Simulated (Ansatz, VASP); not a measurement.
# One calculation of Pd, two programs

The input POSCAR:

```
Pd
1.0
    1.5527781304     -4.9257312295      0.0000000000
    1.5527781304      4.9257312295      0.0000000000
    0.0000000000      0.0000000000      4.1094671971
Pd
4
Direct
    0.0980000000      0.9020000000      0.9100000000
    0.5980000000      0.4020000000      0.5900000000
    0.9020000000      0.0980000000      0.0900000000
    0.4020000000      0.5980000000      0.4100000000
```

INCAR.step1

```
SYSTEM = Pd
PREC = Accurate
ENCUT = 520
ISMEAR = 0
SIGMA = 0.1
LREAL = .FALSE.
LASPH = .TRUE.
NELM = 100
NBANDS = 28
GGA = PE
ALGO = Normal
EDIFF = 1E-4
LWAVE = .TRUE.
LCHARG = .FALSE.
```

INCAR.step2

```
SYSTEM = Pd
PREC = Accurate
ENCUT = 520
EDIFF = 1E-6
ISMEAR = 0
SIGMA = 0.1
LREAL = .FALSE.
LASPH = .TRUE.
NELM = 100
ALGO = Normal
ISIF = 2
LWAVE = .FALSE.
LCHARG = .FALSE.
METAGGA = R2SCAN
LMIXTAU = .TRUE.
NBANDS = 28
ISTART = 1
```

The input KPOINTS:

```
Automatic mesh
0
G
  6 6 4
  0 0 0
```

Input for Ansatz:

```yaml
crystal:
  lattice:
    - [1.5527781304, -4.9257312295, 0.0]
    - [1.5527781304, 4.9257312295, 0.0]
    - [0.0, 0.0, 4.1094671971]
  atoms:
    - { symbol: Pd, position: [0.098, 0.902, 0.91] }
    - { symbol: Pd, position: [0.598, 0.402, 0.59] }
    - { symbol: Pd, position: [0.902, 0.098, 0.09] }
    - { symbol: Pd, position: [0.402, 0.598, 0.41] }
basis:
  ecutwfc: 500
kpoints:
  mp_grid: { grid: [6, 6, 4] }
hamiltonian:
  xc: r2scan
scf:
  occupations: { method: gaussian, width: 0.1 }
  lower_state_search: "off"
output:
  forces: true
  stress: true
  eigenvalues: true
```

Alike in both runs: task single point; functional r2SCAN; k mesh 6 × 6 × 4; occupations gaussian, width 0.1 eV; no spin polarisation.

|  | VASP | Ansatz |
| --- | --- | --- |
| version | VASP 6.6.1 | Ansatz 0.2.0 |
| potentials or method | VASP PAW PBE potentials, release 64 (Pd), cutoff 520 eV | scalar-relativistic, plane waves, PAW |
| valence electrons in the cell | 40 | 72 |

Ansatz gave:

```
gap on the k mesh at the Fermi level (eV) : none
rms of the force components (eV/Å)        : 9.777
```

Estimate VASP's values.

gap on the k mesh at the Fermi level (eV): none; rms of the force components (eV/Å): 9.029.

VASP's potentials were made for PBE, not for r2SCAN. Atom by atom the forces differ by 0.758 eV/Å (rms over components). A gap of «none» marks a metal or a gap that the smearing closes. VASP's potentials hold 40 valence electrons a cell and Ansatz's 72, so a difference there can come from the potentials and not from the codes.

The k mesh is coarse, so the values compare programs but aren't converged.
